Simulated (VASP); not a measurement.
# PbS (Pm-3m) in VASP: settings compared, part 3 of 3

VASP 6.6.1. Earlier steps stand in the parts before.

### Step 5. Single point, PBE

Contents of INCAR:

```
ALGO = Normal ; EDIFF = 1E-6
ENCUT = 500 ; GGA = PE
GGA_COMPAT = F ; ISIF = 2
ISMEAR = 0 ; ISYM = 0
LASPH = T ; LCHARG = F
LREAL = F ; LWAVE = F
NBANDS = 17 ; NELM = 120
PREC = Accurate ; SIGMA = 0.1
```

Contents of KPOINTS:

```
k-points
0
Gamma
  1 5 5
```

Contents of POSCAR:

```
PbS
1.0
    3.6536590000      0.0000000000      0.0000000000
    0.0000000000      3.6536590000      0.0000000000
    0.0000000000      0.0000000000      3.6536590000
Pb S
1 1
Direct
    0.0000000000      0.0000000000      0.0000000000
    0.5000000000      0.5000000000      0.5000000000
```

Potentials or basis: VASP PAW PBE potentials, release 64 (Pb_d, S).

Command:

```
cat potpaw_PBE.64/Pb_d/POTCAR potpaw_PBE.64/S/POTCAR > POTCAR
mpirun -np 1 vasp_std > vasp.out
```

OUTCAR:

```text
EDIFF = 1E-6
   ENCUT = 500
   GGA = PE
   ISIF = 2
   ISMEAR = 0
   ISYM = 0
   LASPH = T
   LREAL = F
   NELM = 120
   PREC = Accurate

 ion  position               nearest neighbor table
   1  0.000  0.000  0.000-   2 3.16   2 3.16   2 3.16   2 3.16   2 3.16   2 3.16   2 3.16   2 3.16

   2  0.500  0.500  0.500-   1 3.16   1 3.16   1 3.16   1 3.16   1 3.16   1 3.16   1 3.16   1 3.16

IMPORTANT INFORMATION: All symmetrisations will be switched off!
NOSYMM: (Re-)initialisation of all symmetry stuff for point group C_1.

----------------------------------------------------------------------------------------

                                     Primitive cell

  volume of cell :      48.7735

  direct lattice vectors                    reciprocal lattice vectors
     3.653659000  0.000000000  0.000000000     0.273698230  0.000000000  0.000000000
     0.000000000  3.653659000  0.000000000     0.000000000  0.273698230  0.000000000
     0.000000000  0.000000000  3.653659000     0.000000000  0.000000000  0.273698230

  length of vectors
     3.653659000  3.653659000  3.653659000     0.273698230  0.273698230  0.273698230

  position of ions in fractional coordinates (direct lattice)
     0.000000000  0.000000000  0.000000000
     0.500000000  0.500000000  0.500000000

  ion indices of the primitive-cell ions
   primitive index   ion index
                 1           1
                 2           2

----------------------------------------------------------------------------------------

 KPOINTS: k-points

Automatic generation of k-mesh.
 Grid dimensions read from file:
 generate k-points for:    1    5    5

 Generating k-lattice:

  Cartesian coordinates                     Fractional coordinates (reciprocal lattice)
     0.273698230  0.000000000  0.000000000     1.000000000  0.000000000  0.000000000
     0.000000000  0.054739646  0.000000000     0.000000000  0.200000000  0.000000000
     0.000000000  0.000000000  0.054739646     0.000000000  0.000000000  0.200000000

  Length of vectors
     0.273698230  0.054739646  0.054739646

  Shift w.r.t. Gamma in fractional coordinates (k-lattice)
     0.000000000  0.000000000  0.000000000

 -----------------------------------------------------------------------------
|                                                                             |
|           W    W    AA    RRRRR   N    N  II  N    N   GGGG   !!!           |
|           W    W   A  A   R    R  NN   N  II  NN   N  G    G  !!!           |
|           W    W  A    A  R    R  N N  N  II  N N  N  G       !!!           |
|           W WW W  AAAAAA  RRRRR   N  N N  II  N  N N  G  GGG   !            |
|           WW  WW  A    A  R   R   N   NN  II  N   NN  G    G                |
|           W    W  A    A  R    R  N    N  II  N    N   GGGG   !!!           |
|                                                                             |
|     Your reciprocal lattice and k-lattice belong to different lattice       |
|     classes:                                                                |
|                                                                             |
|        The reciprocal lattice is simple cubic,                              |
|        whereas your k-lattice is simple tetragonal.                         |
|                                                                             |
|     Results are often still useful ...                                      |
|                                                                             |
 -----------------------------------------------------------------------------

[... 20 lines left out ...]
  0.000000  0.400000  0.400000      2.000000
  0.000000 -0.400000  0.400000      2.000000
  0.000000 -0.200000  0.400000      2.000000
   k-points           NKPTS =     13   k-points in BZ     NKDIM =     13   number of bands    NBANDS=     17
   number of dos      NEDOS =    301   number of ions     NIONS =      2
   total plane-waves  NPLWV =  21952
   dimension x,y,z NGX =    28 NGY =   28 NGZ =   28
   dimension x,y,z NGXF=    56 NGYF=   56 NGZF=   56
   ions per type =               1   1
   NGX,Y,Z   is equivalent  to a cutoff of  12.74, 12.74, 12.74 a.u.
   NGXF,Y,Z  is equivalent  to a cutoff of  25.48, 25.48, 25.48 a.u.
 SYSTEM =  unknown system
   PREC   = accura    normal or accurate (medium, high low for compatibility)
   ISTART =      0    job   : 0-new  1-cont  2-samecut
   ICHARG =      2    charge: 1-file 2-atom 10-const
   ISPIN  =      1    spin polarized calculation?
   LNONCOLLINEAR =      F non collinear calculations
   LSORBIT =      F    spin-orbit coupling
   LASPH  =      T    aspherical Exc in radial PAW
   ENCUT  =  500.0 eV  36.75 Ry    6.06 a.u.   6.66  6.66  6.66*2*pi/ulx,y,z
   NELM   =    120;   NELMIN=  2; NELMDL= -5     # of ELM steps
   EDIFF  = 0.1E-05   stopping-criterion for ELM
   LREAL  =      F    real-space projection
   EDIFFG = 0.1E-04   stopping-criterion for IOM
   NSW    =      0    number of steps for IOM
   IBRION =     -1    ionic relax: 0-MD 1-quasi-New 2-CG
   NFREE  =      0    steps in history (QN), initial steepest desc. (CG)
   ISIF   =      2    stress and relaxation
   ISYM   =      0    0-nonsym 1-usesym 2-fastsym
   POTIM  = 0.5000    time-step for ionic-motion
   TEBEG  =    0.0;   TEEND  =   0.0 temperature during run
   PSTRESS=    0.0 pullay stress
   NELECT =      20.0000    total number of electrons
   NUPDOWN=      -1.0000    fix difference up-down
   EMIN   =  10.00;   EMAX   =-10.00  energy-range for DOS
   EFERMI =   0.00;   METHOD = LEGACY
   ISMEAR =     0;   SIGMA  =   0.10  broadening in eV -4-tet -1-fermi 0-gaus
   EFERMI_NEDOS =   21; number of points for ismear=-14 and -15
   IALGO  =     38    algorithm
   IMIX   =      4    mixing-type and parameters
     AMIX     =   0.40;   BMIX     =  1.00
     AMIX_MAG =   1.60;   BMIX_MAG =  1.00
  volume/ion in A,a.u.               =      24.39       164.57
  Fermi-wavevector in a.u.,A,eV,Ry     =   1.216252  2.298383 20.126668  1.479268
  Thomas-Fermi vector in A             =   2.351612
   LORBIT       =      0    0 simple, 1 ext, 2 COOP (PROOUT), +10 PAW based schemes
   GGA     = PE    functional components
   LHFCALC =     F    Hartree Fock is set to
   AEXX    =    0.0000 exact exchange contribution
   IVDW    =     0    specifies the selected vdW correction
   LEPSILON=     F    determine dielectric tensor
   LRPA    =     F    only Hartree local field effects (RPA)
 non-spin polarized calculation
 Gauss-broadening in eV      SIGMA  =   0.10
  energy-cutoff  :      500.00
  volume of cell :       48.77
 maximum number of plane-waves:      1261
 NGX is ok and might be reduce to    28
   NGX = 13   NGY = 13   NGZ = 13

 number of electron      19.9999995 magnetization

 Free energy of the ion-electron system (eV)
  ---------------------------------------------------
  ext. energy  EPLUGINS =         0.00000000
  ---------------------------------------------------
  free energy    TOTEN  =        -6.65469335 eV

  energy without entropy =       -6.65469335  energy(sigma->0) =       -6.65469335

 E-fermi :   6.7412     XC(G=0): -10.1026

 val. band max:        6.2950306712   @ k =   0.0000  -0.4000   0.4000
 cond. band min:       7.4476056219   @ k =   0.0000   0.4000   0.0000
 fundamental gap:      1.1525749506
 Fermi energy:         6.7411624639

 k-point     1 :       0.0000    0.0000    0.0000
  band No.  band energies     occupation
      1     -11.1488      2.00000
      2     -11.0026      2.00000
      3     -10.8915      2.00000
      4     -10.8915      2.00000
      5     -10.8013      2.00000
      6      -6.7697      2.00000
[... 237 lines left out ...]
      4     -10.8868      2.00000
      5     -10.8452      2.00000
      6      -5.2723      2.00000
[... 9 lines left out ...]
     16      17.0763      0.00000
     17      18.2099      0.00000

------------------------ aborting loop because EDIFF is reached ----------------------------------------

  FORCE on cell =-STRESS in cart. coord.  units (eV):
  Direction    XX          YY          ZZ          XY          YZ          ZX
  --------------------------------------------------------------------------------------
  -------------------------------------------------------------------------------------
  Total       -0.6073812      2.3911153      2.3911273     -0.0000005      0.0000020      0.0000040
  in kB      -19.9520662     78.5465419     78.5469344     -0.0000149      0.0000664      0.0001300
  external PRESSURE =      45.7138033 kB  Pullay stress =       0.0000000 kB

 VOLUME and BASIS-vectors are now :
 -----------------------------------------------------------------------------
  energy-cutoff  :      500.00
  volume of cell :       48.77
      direct lattice vectors                 reciprocal lattice vectors
     3.653659000  0.000000000  0.000000000     0.273698230  0.000000000  0.000000000
     0.000000000  3.653659000  0.000000000     0.000000000  0.273698230  0.000000000
     0.000000000  0.000000000  3.653659000     0.000000000  0.000000000  0.273698230

 POSITION                                       TOTAL-FORCE (eV/Angst)
 -----------------------------------------------------------------------------------
      0.00000      0.00000      0.00000        -0.000006     -0.000015      0.000010
      1.82683      1.82683      1.82683         0.000006      0.000015     -0.000010
 -----------------------------------------------------------------------------------
    total drift:                               -0.000011     -0.000032      0.000019

  FREE ENERGIE OF THE ION-ELECTRON SYSTEM (eV)
  ---------------------------------------------------
  free  energy   TOTEN  =        -6.6546933523 eV

  energy  without entropy=       -6.6546933523  energy(sigma->0) =       -6.65469335
```

Run time: 12 s. Hardware: 1 thread of Intel Xeon Platinum 8488C (Sapphire Rapids), shared host; peak memory 0.16 GiB.

The run converged, but its numbers aren't listed here, since they failed a check.

Caveat: the k points lie up to 1.72 Å⁻¹ apart; spin-orbit coupling is left out, which moves the levels of the heavy elements.

### Step 6. Relaxation of volume and atoms at fixed shape, PBE

Contents of INCAR:

```
ALGO = Normal ; EDIFF = 1E-7
EDIFFG = -0.01 ; ENCUT = 500
GGA = PE ; GGA_COMPAT = False
IBRION = 2 ; ISIF = 8
ISMEAR = 0 ; LASPH = True
LCHARG = False ; LREAL = False
LWAVE = False ; NELM = 120
NELMIN = 4 ; NSW = 50
PREC = Accurate ; SIGMA = 0.1
```

Contents of KPOINTS:

```
k-points
0
Gamma
  2 2 2
```

POSCAR is that of step 5.

Potentials or basis: VASP PAW PBE potentials, release 64 (Pb_d, S).

Command:

```
cat potpaw_PBE.64/Pb_d/POTCAR potpaw_PBE.64/S/POTCAR > POTCAR
mpirun -np 1 vasp_std > vasp.out
```

OUTCAR:

```text
EDIFF = 1E-7
   EDIFFG = -0.01
   ENCUT = 500
   GGA = PE
   IBRION = 2
   ISIF = 8
   ISMEAR = 0
   LASPH = True
   LREAL = False
   NELM = 120
   NELMIN = 4
   NSW = 50
   PREC = Accurate

 ion  position               nearest neighbor table
   1  0.000  0.000  0.000-   2 3.16   2 3.16   2 3.16   2 3.16   2 3.16   2 3.16   2 3.16   2 3.16

   2  0.500  0.500  0.500-   1 3.16   1 3.16   1 3.16   1 3.16   1 3.16   1 3.16   1 3.16   1 3.16

  LATTYP: Found a simple cubic cell.
 ALAT       =     3.6536590000

  Lattice vectors:

 A1 = (   3.6536590000,   0.0000000000,   0.0000000000)
 A2 = (   0.0000000000,   3.6536590000,   0.0000000000)
 A3 = (   0.0000000000,   0.0000000000,   3.6536590000)

Analysis of symmetry for initial positions (statically):
=====================================================================
 Subroutine PRICEL returns:
 Original cell was already a primitive cell.

 Routine SETGRP: Setting up the symmetry group for a
 simple cubic supercell.

 Subroutine GETGRP returns: Found 48 space group operations
 (whereof 48 operations were pure point group operations)
 out of a pool of 48 trial point group operations.

The static configuration has the point symmetry O_h .

Analysis of symmetry for dynamics (positions and initial velocities):
=====================================================================
 Subroutine PRICEL returns:
 Original cell was already a primitive cell.

 Routine SETGRP: Setting up the symmetry group for a
 simple cubic supercell.

 Subroutine GETGRP returns: Found 48 space group operations
 (whereof 48 operations were pure point group operations)
 out of a pool of 48 trial point group operations.

The dynamic configuration has the point symmetry O_h .

 Subroutine INISYM returns: Found 48 space group operations
 (whereof 48 operations are pure point group operations),
 and found     1 'primitive' translations

----------------------------------------------------------------------------------------

                                     Primitive cell

[... 152 lines left out ...]

--------------------------------------- Ionic step        2  -------------------------------------------

 number of electron      20.0000002 magnetization

 Free energy of the ion-electron system (eV)
  ---------------------------------------------------
  ext. energy  EPLUGINS =         0.00000000
  ---------------------------------------------------
  free energy    TOTEN  =        -7.10046574 eV

  energy without entropy =       -7.10042019  energy(sigma->0) =       -7.10044297

 E-fermi :   7.0912     XC(G=0): -10.6481

 val. band max:        6.8297675113   @ k =   0.5000   0.5000   0.0000
 cond. band min:       7.3526062136   @ k =   0.5000   0.0000   0.0000
 fundamental gap:      0.5228387023
 Fermi energy:         7.0911868642

 k-point     1 :       0.0000    0.0000    0.0000
  band No.  band energies     occupation
      1      -9.8395      2.00000
      2      -9.8395      2.00000
      3      -9.5690      2.00000
      4      -9.5690      2.00000
      5      -9.5690      2.00000
      6      -6.6164      2.00000
      7       0.7495      2.00000
      8       5.3572      2.00000
      9       5.3572      2.00000
     10       5.3572      2.00000
     11      12.6274      0.00000
     12      12.6274      0.00000
     13      14.4609      0.00000
     14      14.4609      0.00000
[... 37 lines left out ...]
      1      -9.7460      2.00000
      2      -9.7460      2.00000
      3      -9.7460      2.00000
      4      -9.4862      2.00000
      5      -9.4862      2.00000
      6      -3.8327      2.00000
      7       1.5193      2.00000
      8       4.5189      2.00000
      9       4.5189      2.00000
     10       4.5189      2.00000
     11       6.4673      2.00000
     12       6.4673      2.00000
     13       6.4673      2.00000
     14      21.9489      0.00000

------------------------ aborting loop because EDIFF is reached ----------------------------------------

  FORCE on cell =-STRESS in cart. coord.  units (eV):
  Direction    XX          YY          ZZ          XY          YZ          ZX
  --------------------------------------------------------------------------------------
  -------------------------------------------------------------------------------------
  Total        0.0145957      0.0145957      0.0145957      0.0000000      0.0000000      0.0000000
  in kB        0.5270027      0.5270027      0.5270027      0.0000000      0.0000000      0.0000000
  external PRESSURE =       0.5270027 kB  Pullay stress =       0.0000000 kB

 VOLUME and BASIS-vectors are now :
 -----------------------------------------------------------------------------
  energy-cutoff  :      500.00
  volume of cell :       44.37
      direct lattice vectors                 reciprocal lattice vectors
     3.540310211  0.000000000  0.000000000     0.282461124  0.000000000  0.000000000
     0.000000000  3.540310211  0.000000000     0.000000000  0.282461124  0.000000000
     0.000000000  0.000000000  3.540310211     0.000000000  0.000000000  0.282461124

 POSITION                                       TOTAL-FORCE (eV/Angst)
 -----------------------------------------------------------------------------------
      0.00000      0.00000      0.00000         0.000000      0.000000      0.000000
      1.77016      1.77016      1.77016         0.000000      0.000000      0.000000
 -----------------------------------------------------------------------------------
    total drift:                               -0.000000      0.000000      0.000000

  FREE ENERGIE OF THE ION-ELECTRON SYSTEM (eV)
  ---------------------------------------------------
  free  energy   TOTEN  =        -7.1004657447 eV

  energy  without entropy=       -7.1004201919  energy(sigma->0) =       -7.10044297

 reached required accuracy - stopping structural energy minimisation
```

OSZICAR:

```text
N       E                     dE             d eps       ncg     rms          rms(c)
DAV:   1     0.161317708335E+03    0.16132E+03   -0.98345E+03   112   0.144E+03
DAV:   2     0.305431981078E+01   -0.15826E+03   -0.15519E+03   124   0.356E+02
DAV:   3    -0.767380100446E+01   -0.10728E+02   -0.10298E+02   142   0.978E+01
[... 19 lines left out ...]
DAV:   6    -0.710048676445E+01    0.16554E-05   -0.17098E-04   124   0.127E-01    0.695E-02
DAV:   7    -0.710046611728E+01    0.20647E-04   -0.31721E-05   112   0.439E-02    0.273E-02
DAV:   8    -0.710046648948E+01   -0.37220E-06   -0.13904E-06   160   0.921E-03    0.113E-02
DAV:   9    -0.710046567209E+01    0.81738E-06   -0.58921E-07   112   0.635E-03    0.118E-03
DAV:  10    -0.710046574470E+01   -0.72603E-07   -0.42526E-08    56   0.282E-03
   2 F= -.71004657E+01 E0= -.71004430E+01  d E =-.689466E-01
```

It took 11 s on 1 thread of Intel Xeon Platinum 8488C (Sapphire Rapids), shared host; peak memory 0.15 GiB.

Results:

| Item | Value |
| --- | --- |
| Free energy | -7.1005 eV |
| Relaxed volume | 22.19 Å³/atom |
| Relaxed cell | a = 3.540 Å, b = 3.540 Å, c = 3.540 Å, α = 90.00°, β = 90.00°, γ = 90.00° |
| Space group after relaxing (to 0.05 Å) | Pm-3m (No. 221) |
| Energy gained by relaxing | 34.5 meV/atom |
| Ionic steps | 2 |
| Pressure after relaxing | 0.1 GPa |
| Band gap on the k mesh | zero (band 10 reaches 7.35 eV, above the bottom of band 11 at 6.47 eV) |

The path:
```
step  energy change (eV)  largest force (eV/Å)  pressure (GPa)  volume (Å³)
   1              0.0000                0.0000           -4.22        48.77
   2             -0.0689                0.0000            0.05        44.37
```

Final structure:
```
Pb S
1.0
     3.54031    0.00000    0.00000
     0.00000    3.54031    0.00000
     0.00000    0.00000    3.54031
Pb S
1 1
Direct
  0.00000 0.00000 0.00000
  0.50000 0.50000 0.50000
```

Caveat: the k points lie up to 0.89 Å⁻¹ apart in the final cell; spin-orbit coupling is left out, which moves the levels of the heavy elements.

### Step 7. Overview

| task | level | cell | k mesh | smearing | gap on the mesh (eV) | pressure (GPa) |
| --- | --- | --- | --- | --- | --- | --- |
| single point | revPBE+D3(BJ) | a = 3.654 Å, 2 atoms | 4 × 4 × 4 | tetrahedron | none | -2.2 |
| single point | revPBE | a = 3.654 Å, 2 atoms | 4 × 4 × 4 | gaussian 0.1 eV | none | 0.8 |
| single point | PBE | a = 3.817 Å, 2 atoms | 4 × 4 × 4 | gaussian 0.1 eV | none | -5.4 |
| relaxation of volume and atoms at fixed shape | PBE | relaxed from a = 3.654 Å, 2 atoms | 2 × 2 × 2 | gaussian 0.1 eV | none | 0.1 |

Alike in all rows: potentials or basis VASP PAW PBE potentials, release 64 (Pb_d, S); no spin polarisation; cutoff (eV) 500.

Caveats: all runs use coarse meshes; spin-orbit coupling is left out, which moves the levels of the heavy elements; the PAW data sets were made with another functional, which shifts forces and pressure a little (some runs); pairwise dispersion overbinds metals, which lowers pressure and volume (some runs).

Absolute energies hang on the potentials; compare differences alone.
